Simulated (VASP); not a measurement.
Here is a VASP 6.6.1 calculation.

File INCAR:

```
SYSTEM = InAs
ALGO = Normal ; EDIFF = 1E-6
ENCUT = 500 ; GGA = PS
GGA_COMPAT = .FALSE. ; ISIF = 2
ISMEAR = 0 ; LASPH = .TRUE.
LCHARG = .TRUE. ; LELF = .TRUE.
LREAL = .FALSE. ; LVHAR = .TRUE.
LWAVE = .FALSE. ; NBANDS = 16
NELM = 120 ; PREC = Accurate
SIGMA = 0.1
```

The input KPOINTS:

```
k-points
0
G
  14 14 14
  0 0 0
```

File POSCAR:

```
InAs
1.0
    0.0000000000      2.7077196682      2.7077196682
    2.7077196682      0.0000000000      2.7077196682
    2.7077196682      2.7077196682      0.0000000000
In As
1 1
Direct
    0.5000000000      0.5000000000      0.5000000000
    0.0000000000      0.0000000000      0.0000000000
```

Potentials or basis: VASP PAW PBE potentials, release 64 (In_d, As).

Launch:

```sh
$ cat potpaw_PBE.64/In_d/POTCAR potpaw_PBE.64/As/POTCAR > POTCAR
$ mpirun -np 1 vasp_std > vasp.out
```

(1) What does it give for the pressure?

(2) Estimate the band gap on the k mesh.

Answers

(1) 12.8 GPa.

(2) zero (bands 9 and 10 overlap by 3.29 eV).

Caveat: the cell stands under pressure; the PAW data sets were made with another functional, which shifts forces and pressure a little; spin-orbit coupling is left out, which moves the levels of the heavy elements.
